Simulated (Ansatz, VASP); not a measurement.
Ti in VASP and in Ansatz

```
CELL_PARAMETERS angstrom
0.00000 2.03674 2.03674
2.03674 0.00000 2.03674
2.03674 2.03674 0.00000
ATOMIC_POSITIONS crystal
Ti 0.00000 0.00000 0.00000
```

Change from the starting cell: volume scaled by 1.01, PAW files.

Alike in both runs: task electric field gradients; functional PBE; k mesh 15 × 15 × 15; occupations fermi-dirac, width 0.05 eV; no spin polarisation.

```csv
,VASP,Ansatz
version,VASP 6.6.1,Ansatz 0.2.0
potentials or method,"VASP PAW PBE potentials, release 64 (Ti_sv)","PAW with Ansatz's default frozen-core files, scalar-relativistic"
plane-wave cutoff (eV),520,420
valence electrons in the cell,12,12
```

Ansatz gave:

| Item | Value |
| --- | --- |
| pressure (GPa) | 3.3 |

Question: Estimate VASP's values.

Answer: Pressure (GPa): 3.0.

With one functional, cell and mesh, what is left measures potentials, basis and numerics.
